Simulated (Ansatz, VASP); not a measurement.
**One calculation of Hg, two programs**

Contents of POSCAR:

```
Hg
1.0
    3.2141681307      0.0000000000      0.0000000000
    0.0000000000      3.2141681307      0.0000000000
    0.0000000000      0.0000000000      3.2141681307
Hg
1
Direct
    0.0000000000      0.0000000000      0.0000000000
```

Contents of INCAR.step1:

```
SYSTEM = Hg
PREC     = Accurate       ! precision mode
ENCUT    = 600            ! plane-wave cutoff, eV
ISMEAR   = 0              ! smearing method
SIGMA    = 0.1            ! smearing width, eV
LREAL    = .FALSE.        ! projectors in reciprocal space
LASPH    = .TRUE.         ! aspherical terms in the spheres
NELM     = 100            ! most SCF steps
GGA      = PE             ! functional
ALGO     = Normal         ! electronic algorithm
EDIFF    = 1E-4           ! SCF threshold, eV
LWAVE    = .TRUE.         ! write WAVECAR
LCHARG   = .FALSE.        ! write CHGCAR
```

INCAR.step2

```
SYSTEM = Hg
PREC     = Accurate       ! precision mode
ENCUT    = 600            ! plane-wave cutoff, eV
EDIFF    = 1E-6           ! SCF threshold, eV
ISMEAR   = 0              ! smearing method
SIGMA    = 0.1            ! smearing width, eV
LREAL    = .FALSE.        ! projectors in reciprocal space
LASPH    = .TRUE.         ! aspherical terms in the spheres
NELM     = 100            ! most SCF steps
ALGO     = Normal         ! electronic algorithm
ISIF     = 3              ! what is computed and relaxed
LWAVE    = .FALSE.        ! write WAVECAR
LCHARG   = .FALSE.        ! write CHGCAR
METAGGA  = R2SCAN         ! meta-GGA
LMIXTAU  = .TRUE.       
IBRION   = 2              ! ionic algorithm
NSW      = 100            ! ionic steps
EDIFFG   = -0.01          ! ionic threshold
ISTART   = 1
```

Contents of KPOINTS:

```
regular mesh
0
G
  18 18 18
  0 0 0
```

Input for Ansatz:

```yaml
crystal:
  lattice:
    - [3.2141681307, 0.0, 0.0]
    - [0.0, 3.2141681307, 0.0]
    - [0.0, 0.0, 3.2141681307]
  atoms:
    - { symbol: Hg, position: [0.0, 0.0, 0.0] }
basis:
  ecutwfc: 500
kpoints:
  mp_grid: { grid: [18, 18, 18] }
hamiltonian:
  xc: r2scan
scf:
  occupations: { method: gaussian, width: 0.1 }
output:
  forces: true
  stress: true
  eigenvalues: true
relax:
  adjacent_minimum: "off"
  f_tol: 0.01
  max_steps: 80
  cell: { stress_tol: 0.05 }
```

Alike in both runs: task relaxation of cell and atoms; functional r2SCAN; k mesh 18 × 18 × 18; occupations gaussian, width 0.1 eV; no spin polarisation.

|  | VASP | Ansatz |
| --- | --- | --- |
| version | VASP 6.6.1 | Ansatz 0.2.0 |
| potentials or method | VASP PAW PBE potentials, release 64 (Hg), cutoff 600 eV | scalar-relativistic, plane waves, PAW |
| valence electrons in the cell | 12 | 20 |

|  | VASP | Ansatz | Ansatz less VASP |
| --- | --- | --- | --- |
| gap on the k mesh at the Fermi level, each at its own relaxed structure (eV) | none | none | - |
| relaxed volume (Å³/atom) | 27.73 | 27.36 | -0.377 |
| relaxed length of the cell vector where the two differ most in proportion (Å) | 3.027 | 3.013 | -0.0138 |

VASP's potentials were made for PBE, not for r2SCAN. A gap of «none» marks a metal or a gap that the smearing closes. VASP's potentials hold 12 valence electrons a cell and Ansatz's 20, so a difference there can come from the potentials and not from the codes.

Spin-orbit coupling is off throughout. Noted on VASP's run: the volume moved by over 15 % at a fixed basis, so the end points are rough.
